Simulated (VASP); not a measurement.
# Au (I4/mmm) in VASP: a series of runs

Au is run at these levels: PBEsol; tasks: single point.

Everything below comes from runs of VASP 6.6.1. Logs are shortened: lines on timing, memory, paths and dates and some standing lists are left out, and cuts for length are marked.

### Step 1. The cell of the first run

Symmetry: I4/mmm, No. 139, tetragonal system. The conventional cell has a = 2.748 Å, b = 2.748 Å, c = 4.296 Å, α = 90.00°, β = 90.00°, γ = 90.00°. Within 3.6 Å of Au (site symmetry 4/mmm) lie 12 Au at 2.75 to 2.90 Å.

### Step 2. Single point, PBEsol (strain -0.050 along x and y, +0.050 along z)

The input, INCAR:

```
SYSTEM = Au
ALGO = Normal
EDIFF = 1E-7
ENCUT = 520
GGA = PS
ISIF = 2
ISMEAR = 0
LASPH = .TRUE.
LCHARG = .FALSE.
LREAL = .FALSE.
LWAVE = .FALSE.
NBANDS = 12
NELM = 60
PREC = Accurate
SIGMA = 0.15
```

The input, KPOINTS:

```
k-points
0
G
  20 20 20
  0 0 0
```

The input, POSCAR:

```
Au
1.0
    0.0000000000      1.9432250000      2.1477750000
    1.9432250000      0.0000000000      2.1477750000
    1.9432250000      1.9432250000      0.0000000000
Au
1
Direct
    0.0000000000      0.0000000000      0.0000000000
```

Potentials or basis: VASP PAW PBE potentials, release 64 (Au).

The run is started by

```
$ cat potpaw_PBE.64/Au/POTCAR > POTCAR
$ mpirun -np 1 vasp_std > vasp.out
```

OUTCAR:

```text
SYSTEM = Au
   EDIFF = 1E-7
   ENCUT = 520
   GGA = PS
   ISIF = 2
   ISMEAR = 0
   LASPH = .TRUE.
   LREAL = .FALSE.
   NELM = 60
   PREC = Accurate

 ion  position               nearest neighbor table
   1  0.000  0.000  0.000-

  LATTYP: Found a body centered tetragonal cell.
 ALAT       =     2.7481351497
 C/A-ratio  =     1.5630781479

  Lattice vectors:

 A1 = (  -1.9432250000,   0.0000000000,   2.1477750000)
 A2 = (   1.9432250000,   0.0000000000,   2.1477750000)
 A3 = (   0.0000000000,   1.9432250000,  -2.1477750000)

Analysis of symmetry for initial positions (statically):
=====================================================================
 Subroutine PRICEL returns:
 Original cell was already a primitive cell.

 Routine SETGRP: Setting up the symmetry group for a
 body centered tetragonal supercell.

 Subroutine GETGRP returns: Found 16 space group operations
 (whereof 16 operations were pure point group operations)
 out of a pool of 16 trial point group operations.

The static configuration has the point symmetry D_4h.

Analysis of symmetry for dynamics (positions and initial velocities):
=====================================================================
 Subroutine PRICEL returns:
 Original cell was already a primitive cell.

 Routine SETGRP: Setting up the symmetry group for a
 body centered tetragonal supercell.

 Subroutine GETGRP returns: Found 16 space group operations
 (whereof 16 operations were pure point group operations)
 out of a pool of 16 trial point group operations.

The dynamic configuration has the point symmetry D_4h.

 Subroutine INISYM returns: Found 16 space group operations
 (whereof 16 operations are pure point group operations),
 and found     1 'primitive' translations

----------------------------------------------------------------------------------------

                                     Primitive cell

  volume of cell :      16.2205

  direct lattice vectors                    reciprocal lattice vectors
     0.000000000  1.943225000  2.147775000    -0.257304224  0.257304224  0.232799059
     1.943225000  0.000000000  2.147775000     0.257304224 -0.257304224  0.232799059
     1.943225000  1.943225000  0.000000000     0.257304224  0.257304224 -0.232799059

  length of vectors
     2.896387552  2.896387552  2.748135150     0.431979547  0.431979547  0.431979547

  position of ions in fractional coordinates (direct lattice)
     0.000000000  0.000000000  0.000000000

  ion indices of the primitive-cell ions
   primitive index   ion index
                 1           1

----------------------------------------------------------------------------------------

 KPOINTS: k-points

Automatic generation of k-mesh.
 Grid dimensions read from file:
 generate k-points for:   20   20   20

 Generating k-lattice:

  Cartesian coordinates                     Fractional coordinates (reciprocal lattice)
    -0.012865211  0.012865211  0.011639953     0.050000000 -0.000000000  0.000000000
     0.012865211 -0.012865211  0.011639953    -0.000000000  0.050000000  0.000000000
     0.012865211  0.012865211 -0.011639953     0.000000000  0.000000000  0.050000000

  Length of vectors
     0.021598977  0.021598977  0.021598977

  Shift w.r.t. Gamma in fractional coordinates (k-lattice)
     0.000000000  0.000000000  0.000000000

 Subroutine IBZKPT returns following result:
 ===========================================

 Found    641 irreducible k-points:

 Following reciprocal coordinates:
            Coordinates               Weight
  0.000000  0.000000  0.000000      1.000000
  0.050000  0.000000  0.000000      8.000000
  0.100000  0.000000  0.000000      8.000000
  0.150000  0.000000  0.000000      8.000000
  0.200000  0.000000  0.000000      8.000000
  0.250000  0.000000  0.000000      8.000000
[... 16 lines left out ...]
 -0.400000  0.050000  0.000000      8.000000
 -0.350000  0.050000  0.000000      8.000000
 [... further k-points ...]
   k-points           NKPTS =    641   k-points in BZ     NKDIM =    641   number of bands    NBANDS=     12
   number of dos      NEDOS =    301   number of ions     NIONS =      1
   total plane-waves  NPLWV =  11520
   dimension x,y,z NGX =    24 NGY =   24 NGZ =   20
   dimension x,y,z NGXF=    48 NGYF=   48 NGZF=   40
   ions per type =               1
   NGX,Y,Z   is equivalent  to a cutoff of  13.78, 13.78, 12.10 a.u.
   NGXF,Y,Z  is equivalent  to a cutoff of  27.55, 27.55, 24.20 a.u.
 SYSTEM =  Au
   PREC   = accura    normal or accurate (medium, high low for compatibility)
   ISTART =      0    job   : 0-new  1-cont  2-samecut
   ICHARG =      2    charge: 1-file 2-atom 10-const
   ISPIN  =      1    spin polarized calculation?
   LNONCOLLINEAR =      F non collinear calculations
   LSORBIT =      F    spin-orbit coupling
   LASPH  =      T    aspherical Exc in radial PAW
   ENCUT  =  520.0 eV  38.22 Ry    6.18 a.u.   5.39  5.39  5.11*2*pi/ulx,y,z
   NELM   =     60;   NELMIN=  2; NELMDL= -5     # of ELM steps
   EDIFF  = 0.1E-06   stopping-criterion for ELM
   LREAL  =      F    real-space projection
   EDIFFG = 0.1E-05   stopping-criterion for IOM
   NSW    =      0    number of steps for IOM
   IBRION =     -1    ionic relax: 0-MD 1-quasi-New 2-CG
   NFREE  =      0    steps in history (QN), initial steepest desc. (CG)
   ISIF   =      2    stress and relaxation
   ISYM   =      2    0-nonsym 1-usesym 2-fastsym
   POTIM  = 0.5000    time-step for ionic-motion
   TEBEG  =    0.0;   TEEND  =   0.0 temperature during run
   PSTRESS=    0.0 pullay stress
   NELECT =      11.0000    total number of electrons
   NUPDOWN=      -1.0000    fix difference up-down
   EMIN   =  10.00;   EMAX   =-10.00  energy-range for DOS
   EFERMI =   0.00;   METHOD = LEGACY
   ISMEAR =     0;   SIGMA  =   0.15  broadening in eV -4-tet -1-fermi 0-gaus
   EFERMI_NEDOS =   21; number of points for ismear=-14 and -15
   IALGO  =     38    algorithm
   IMIX   =      4    mixing-type and parameters
     AMIX     =   0.40;   BMIX     =  1.00
     AMIX_MAG =   1.60;   BMIX_MAG =  1.00
  volume/ion in A,a.u.               =      16.22       109.46
  Fermi-wavevector in a.u.,A,eV,Ry     =   1.438304  2.718001 28.146629  2.068719
  Thomas-Fermi vector in A             =   2.557286
   LORBIT       =      0    0 simple, 1 ext, 2 COOP (PROOUT), +10 PAW based schemes
   GGA     = PS    functional components
   LHFCALC =     F    Hartree Fock is set to
   AEXX    =    0.0000 exact exchange contribution
   IVDW    =     0    specifies the selected vdW correction
   LEPSILON=     F    determine dielectric tensor
   LRPA    =     F    only Hartree local field effects (RPA)
 non-spin polarized calculation
 Gauss-broadening in eV      SIGMA  =   0.15
  energy-cutoff  :      520.00
  volume of cell :       16.22
 maximum number of plane-waves:       453
 NGX is ok and might be reduce to    24
   NGX = 11   NGY = 11   NGZ = 11

 number of electron      11.0000000 magnetization

 Free energy of the ion-electron system (eV)
  ---------------------------------------------------
  ext. energy  EPLUGINS =         0.00000000
  ---------------------------------------------------
  free energy    TOTEN  =        -3.88750759 eV

  energy without entropy =       -3.88472120  energy(sigma->0) =       -3.88611439

 E-fermi :  10.1546     XC(G=0): -13.1775

 val. band max:       10.1471771994   @ k =  -0.4500   0.1000   0.0500
 cond. band min:      10.1638816076   @ k =   0.5000   0.3500   0.0500
 fundamental gap:      0.0167044083
 Fermi energy:        10.1546359139

 k-point     1 :       0.0000    0.0000    0.0000
  band No.  band energies     occupation
      1      -0.3295      2.00000
      2       4.5129      2.00000
      3       5.5460      2.00000
      4       5.5460      2.00000
      5       6.2227      2.00000
      6       7.3527      2.00000
      7      24.7042      0.00000
      8      27.5897      0.00000
      9      29.4671      0.00000
     10      29.4671      0.00000
     11      34.0239      0.00000
     12      37.6993      0.00000

 k-point     2 :       0.0500    0.0000    0.0000
  band No.  band energies     occupation
      1      -0.2374      2.00000
      2       4.5361      2.00000
      3       5.5207      2.00000
      4       5.5776      2.00000
      5       6.2208      2.00000
      6       7.3249      2.00000
      7      24.8189      0.00000
      8      27.5387      0.00000
      9      29.0186      0.00000
     10      29.5874      0.00000
     11      34.5805      0.00000
     12      36.3651      0.00000

 k-point     3 :       0.1000    0.0000    0.0000
  band No.  band energies     occupation
      1       0.0329      2.00000
      2       4.5943      2.00000
      3       5.4491      2.00000
      4       5.6657      2.00000
      5       6.2356      2.00000
      6       7.2510      2.00000
      7      25.1126      0.00000
      8      26.8750      0.00000
      9      28.7015      0.00000
     10      29.9313      0.00000
     11      34.1359      0.00000
     12      36.1855      0.00000
[... 286 lines left out ...]
 k-point    23 :      -0.4000    0.0500    0.0000
  band No.  band energies     occupation
      1       2.4025      2.00000
      2       4.7129      2.00000
      3       5.6629      2.00000
      4       7.1216      2.00000
      5       7.7170      2.00000
      6       8.8494      2.00000
      7      15.0914      0.00000
      8      23.6779      0.00000
      9      27.1169      0.00000
     10      29.4853      0.00000
     11      33.7542      0.00000
     12      36.0728      0.00000

 k-point    24 :      -0.3500    0.0500    0.0000
  band No.  band energies     occupation
      1       2.3626      2.00000
      2       4.7910      2.00000
      3       5.7449      2.00000
      4       6.3090      2.00000
      5       7.4824      2.00000
      6       8.2550      2.00000
      7      16.8952      0.00000
      8      24.0953      0.00000
      9      27.6871      0.00000
     10      30.3700      0.00000
     11      33.0057      0.00000
     12      34.8465      0.00000

 [... further k-points ...]

------------------------ aborting loop because EDIFF is reached ----------------------------------------

  FORCE on cell =-STRESS in cart. coord.  units (eV):
  Direction    XX          YY          ZZ          XY          YZ          ZX
  --------------------------------------------------------------------------------------
  -------------------------------------------------------------------------------------
  Total        1.1960162      1.1960162      0.6131234      0.0000000      0.0000000      0.0000000
  in kB      118.1361170    118.1361170     60.5610710      0.0000000      0.0000000      0.0000000
  external PRESSURE =      98.9444350 kB  Pullay stress =       0.0000000 kB

 VOLUME and BASIS-vectors are now :
 -----------------------------------------------------------------------------
  energy-cutoff  :      520.00
  volume of cell :       16.22
      direct lattice vectors                 reciprocal lattice vectors
     0.000000000  1.943225000  2.147775000    -0.257304224  0.257304224  0.232799059
     1.943225000  0.000000000  2.147775000     0.257304224 -0.257304224  0.232799059
     1.943225000  1.943225000  0.000000000     0.257304224  0.257304224 -0.232799059

 POSITION                                       TOTAL-FORCE (eV/Angst)
 -----------------------------------------------------------------------------------
      0.00000      0.00000      0.00000         0.000000      0.000000      0.000000
 -----------------------------------------------------------------------------------
    total drift:                               -0.000000     -0.000000     -0.000000

  FREE ENERGIE OF THE ION-ELECTRON SYSTEM (eV)
  ---------------------------------------------------
  free  energy   TOTEN  =        -3.8875075855 eV

  energy  without entropy=       -3.8847211957  energy(sigma->0) =       -3.88611439
```

Run time: 2.6 min. Hardware: 1 thread of AMD EPYC 7R43 (Zen 3), shared host; peak memory 0.2 GiB.

What came out:

```yaml
Free_energy: -3.8875 eV
Pressure: 9.9 GPa
```

Caveat: the cell differs from its parent crystal (strain -0.050 along x and y, +0.050 along z); the PAW data sets were made with another functional, which shifts forces and pressure a little; spin-orbit coupling is left out, which moves the levels of the heavy elements.

### Step 3. Single point, PBEsol (strain +0.000 along x and y, -0.050 along z)

The input, INCAR:

```
  PREC = Accurate
  ENCUT = 520
  EDIFF = 1E-6
  ISMEAR = 0
  SIGMA = 0.15
  LREAL = False
  LASPH = True
  NELM = 100
  ALGO = Fast
  ISIF = 2
  LWAVE = False
  LCHARG = False
  GGA = PS
  NBANDS = 12
```

The input, KPOINTS:

```
Automatic mesh
0
Gamma
  20 20 20
```

The input, POSCAR:

```
Au
1.0
    0.0000000000      2.0455000000      1.9432250000
    2.0455000000      0.0000000000      1.9432250000
    2.0455000000      2.0455000000      0.0000000000
Au
1
Direct
    0.0000000000      0.0000000000      0.0000000000
```

Potentials or basis: VASP PAW PBE potentials, release 64 (Au).

The run is started by

```
$ cat potpaw_PBE.64/Au/POTCAR > POTCAR
$ mpirun -np 1 vasp_std > vasp.out
```

It took 3.7 min on 1 thread of AMD EPYC 7R43 (Zen 3), shared host; peak memory 0.21 GiB.

The run converged. Its results:

```
Free energy : -3.9034 eV
Pressure    : 8.9 GPa
```

Stress tensor (GPa, compression positive):
```
8.35 0.00 0.00
0.00 8.35 0.00
0.00 0.00 9.91
```

Levels at points of the mesh, in eV from the Fermi level:
```tsv
k point	band 3	band 4	band 5	band 6	band 7	band 8	band 9	band 10
(0.00, 0.00, 0.00)	-5.11	-4.65	-3.58	-3.06	14.44	18.33	18.33	19.36
(0.50, 0.00, 0.00)	-4.77	-2.13	-1.88	-1.27	3.30	13.76	16.87	18.10
(0.50, 0.50, 0.00)	-2.05	-1.63	-1.63	1.43	6.95	9.45	9.45	17.15
(0.50, 0.00, 0.50)	-2.06	-1.85	-1.49	0.50	5.71	10.30	10.49	17.99
```

Caveat: the cell differs from its parent crystal (strain +0.000 along x and y, -0.050 along z); the PAW data sets were made with another functional, which shifts forces and pressure a little; spin-orbit coupling is left out, which moves the levels of the heavy elements.
